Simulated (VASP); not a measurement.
A run of VASP 6.6.1 is set up as follows.

File INCAR:

```
PREC = Accurate
ENCUT = 520
EDIFF = 1E-6
ISMEAR = -1
SIGMA = 0.1
LREAL = False
LASPH = True
NELM = 80
ALGO = Normal
ISIF = 2
LWAVE = False
LCHARG = False
NBANDS = 27
```

KPOINTS

```
regular mesh
0
Gamma
  11 11 11
```

Contents of POSCAR:

```
Bi2Pd
1.0
   -1.6810000000      1.6810000000      6.4915000000
    1.6810000000     -1.6810000000      6.4915000000
    1.6810000000      1.6810000000     -6.4915000000
Bi Pd
2 1
Direct
    0.3630000000      0.3630000000      0.0000000000
    0.6370000000      0.6370000000      0.0000000000
    0.0000000000      0.0000000000      0.0000000000
```

Potentials or basis: VASP PAW LDA potentials, release 64 (Bi_d, Pd).

The run is started by

```bash
$ cat potpaw_LDA.64/Bi_d/POTCAR potpaw_LDA.64/Pd/POTCAR > POTCAR
$ mpirun -np 1 vasp_std > vasp.out
```

Problem. Predict the pressure.

Solution. -3.3 GPa.

Problem. Estimate the band gap on the k mesh.

Solution. Zero (bands 20 and 21 overlap by 3.15 eV).

Problem. Estimate the largest force.

Solution. 0.257 eV/Å.

Forces on the atoms (eV/Å):
```
Bi   0.000  0.000  0.257
Bi   0.000  0.000 -0.257
Pd   0.000  0.000  0.000
```

Caveat: the cell stands under tension; spin-orbit coupling is left out, which moves the levels of the heavy elements.
